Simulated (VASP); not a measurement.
# SiC (wurtzite type) (P6_3mc) in VASP: further runs, part 2 of 2

VASP 6.6.1.

**5. Relaxation of cell and atoms, LDA**

This run uses another cell than the first one, of 10.11 Å³/atom, 0.997 times its volume.

Input file INCAR:

```
SYSTEM = SiC
PREC = Accurate ; ENCUT = 600
EDIFF = 1E-7 ; ISMEAR = -1
SIGMA = 0.02 ; LREAL = .False.
LASPH = .True. ; NELM = 60
ALGO = Normal ; ISIF = 3
LWAVE = .False. ; LCHARG = .False.
IBRION = 2 ; NSW = 60
EDIFFG = -0.005
```

Input file KPOINTS:

```
regular mesh
0
Gamma
  12 12 7
  0 0 0
```

Input file POSCAR:

```
SiC
1.0
    3.0603147428      0.0000000000      0.0000000000
   -1.5301573714      2.6503103108      0.0000000000
    0.0000000000      0.0000000000      4.9883130308
Si C
2 2
Direct
    0.3333333333      0.6666666667      0.0000000000
    0.6666666667      0.3333333333      0.5000000000
    0.3333333333      0.6666666667      0.3760000000
    0.6666666667      0.3333333333      0.8760000000
```

Potentials or basis: VASP PAW LDA potentials, release 64 (Si, C).

On the command line:

```
$ cat potpaw_LDA.64/Si/POTCAR potpaw_LDA.64/C/POTCAR > POTCAR
$ mpirun -np 1 vasp_std > vasp.out
```

OUTCAR:

```text
SYSTEM = SiC
   PREC = Accurate
   ENCUT = 600
   EDIFF = 1E-7
   ISMEAR = -1
   LREAL = .False.
   LASPH = .True.
   NELM = 60
   ISIF = 3
   IBRION = 2
   NSW = 60
   EDIFFG = -0.005

 ion  position               nearest neighbor table
   1  0.333  0.667  0.000-   4 1.87   4 1.87   4 1.87   3 1.88   2 3.06   2 3.06   2 3.06   2 3.06
                             2 3.06   2 3.06
   2  0.667  0.333  0.500-   3 1.87   3 1.87   3 1.87   4 1.88   1 3.06   1 3.06   1 3.06   1 3.06
                             1 3.06   1 3.06
   3  0.333  0.667  0.376-   2 1.87   2 1.87   2 1.87   1 1.88
   4  0.667  0.333  0.876-   1 1.87   1 1.87   1 1.87   2 1.88

  LATTYP: Found a hexagonal cell.
 ALAT       =     3.0603147428
 C/A-ratio  =     1.6300000000

  Lattice vectors:

 A1 = (   3.0603147428,   0.0000000000,   0.0000000000)
 A2 = (  -1.5301573714,   2.6503103108,   0.0000000000)
 A3 = (   0.0000000000,   0.0000000000,   4.9883130308)

Analysis of symmetry for initial positions (statically):
=====================================================================
 Subroutine PRICEL returns:
 Original cell was already a primitive cell.

 Routine SETGRP: Setting up the symmetry group for a
 hexagonal supercell.

 Subroutine GETGRP returns: Found 12 space group operations
 (whereof  6 operations were pure point group operations)
[... 180 lines left out ...]
  external PRESSURE =       9.2555409 kB  Pullay stress =       0.0000000 kB
[... 215 lines left out ...]
--------------------------------------- Ionic step        7  -------------------------------------------

 number of electron      15.9999999 magnetization

 Free energy of the ion-electron system (eV)
  ---------------------------------------------------
  ext. energy  EPLUGINS =         0.00000000
  ---------------------------------------------------
  free energy    TOTEN  =       -33.28006131 eV

  energy without entropy =      -33.28006131  energy(sigma->0) =      -33.28006131

 E-fermi :   8.8116     XC(G=0): -11.6280

 val. band max:        8.4205301440   @ k =   0.0000   0.0000   0.0000
 cond. band min:      10.5388898817   @ k =   0.3333   0.3333   0.0000
 fundamental gap:      2.1183597377
 Fermi energy:         8.8116486007

 k-point     1 :       0.0000    0.0000    0.0000
  band No.  band energies     occupation
      1      -7.2032      2.00000
      2      -3.5183      2.00000
      3      -0.4008      2.00000
      4       7.0962      2.00000
      5       7.0962      2.00000
      6       8.3053      2.00000
      7       8.4205      2.00000
      8       8.4205      2.00000
      9      13.3371      0.00000
     10      14.8304      0.00000
     11      15.0822      0.00000
     12      15.0822      0.00000
[... 331 lines left out ...]
 k-point    24 :       0.3333    0.0000    0.1429
  band No.  band energies     occupation
      1      -5.2201      2.00000
      2      -2.4346      2.00000
      3       1.0192      2.00000
      4       2.5421      2.00000
      5       3.7413      2.00000
      6       5.5093      2.00000
      7       6.7503      2.00000
      8       7.3593      2.00000
      9      11.7602      0.00000
     10      12.9308      0.00000
     11      15.4273      0.00000
     12      16.1470      0.00000

 [... further k-points ...]
[... 5 lines left out ...]
  --------------------------------------------------------------------------------------
  -------------------------------------------------------------------------------------
  Total        0.0001767      0.0001767      0.0005786      0.0000000      0.0000000     -0.0000000
  in kB        0.0069671      0.0069671      0.0228214      0.0000000      0.0000000     -0.0000000
  external PRESSURE =       0.0122519 kB  Pullay stress =       0.0000000 kB
[... 19 lines left out ...]
  FREE ENERGIE OF THE ION-ELECTRON SYSTEM (eV)
  ---------------------------------------------------
  free  energy   TOTEN  =       -33.2800613115 eV

  energy  without entropy=      -33.2800613115  energy(sigma->0) =      -33.28006131

 reached required accuracy - stopping structural energy minimisation
```

OSZICAR:

```text
N       E                     dE             d eps       ncg     rms          rms(c)
DAV:   1     0.378401987404E+02    0.37840E+02   -0.81895E+03  1824   0.134E+03
DAV:   2    -0.342361110067E+02   -0.72076E+02   -0.66220E+02  2656   0.202E+02
DAV:   3    -0.374630013287E+02   -0.32269E+01   -0.32102E+01  2408   0.426E+01
[... 49 lines left out ...]
       N       E                     dE             d eps       ncg     rms          rms(c)
DAV:   1    -0.332800626749E+02   -0.42574E-05   -0.51690E-05  2148   0.642E-02    0.831E-03
DAV:   2    -0.332800616206E+02    0.10543E-05   -0.21077E-06  2108   0.116E-02    0.414E-03
DAV:   3    -0.332800613396E+02    0.28103E-06   -0.62714E-07  2204   0.560E-03    0.860E-04
DAV:   4    -0.332800613115E+02    0.28052E-07   -0.59617E-08  1032   0.181E-03
   7 F= -.33280061E+02 E0= -.33280061E+02  d E =-.462978E-05
```

It took 2.4 min on 1 thread of AMD EPYC 7R43 (Zen 3), shared host; peak memory 0.13 GiB.

Results:

* Free energy: -33.2801 eV
* Relaxed volume: 10.16 Å³/atom
* Relaxed cell: a = 3.057 Å, b = 3.057 Å, c = 5.018 Å, α = 90.00°, β = 90.00°, γ = 120.00°
* Space group after relaxing (to 0.05 Å): P6_3mc (No. 186)
* Energy gained by relaxing: 0.7 meV/atom
* Ionic steps: 7
* Pressure after relaxing: 0.0 GPa
* Band gap on the k mesh: 2.12 eV, indirect (least direct gap 3.91 eV)

Step by step:
```csv
step,energy change (eV),largest force (eV/Å),pressure (GPa),volume (Å³)
1,0.0000,0.0549,0.93,40.46
2,0.0003,0.1584,-0.94,40.80
3,-0.0024,0.0532,0.00,40.62
4,-0.0026,0.0121,-0.11,40.64
5,-0.0026,0.0001,-0.09,40.64
6,-0.0026,0.0001,0.07,40.61
7,-0.0027,0.0000,0.00,40.62
```

Final structure:
```
Si C
1.0
     3.05745    0.00000    0.00000
    -1.52873    2.64783    0.00000
     0.00000    0.00000    5.01796
Si C
2 2
Direct
  0.33333 0.66667 0.00010
  0.66667 0.33333 0.50010
  0.33333 0.66667 0.37590
  0.66667 0.33333 0.87590
```

**6. The runs side by side**

```tsv
task	cell	k mesh	cutoff (eV)	gap on the mesh (eV)	pressure (GPa)
single point	a = 3.056, b = 3.056, c = 5.016 Å, angles 90.0, 90.0, 120.0°, 4 atoms	12 × 12 × 7	520	2.12	0.4
single point	a = 3.056, b = 5.016, c = 5.294 Å, 8 atoms	8 × 5 × 5	520	2.18	0.4
relaxation of cell and atoms	relaxed from a = 3.060, b = 3.060, c = 4.988 Å, angles 90.0, 90.0, 120.0°, 4 atoms	12 × 12 × 7	600	2.12	0.0
```

Alike in all rows: level LDA; potentials or basis VASP PAW LDA potentials, release 64 (Si, C); no spin polarisation; smearing fermi-dirac 0.02 eV.

Absolute energies hang on the potentials; compare differences alone.
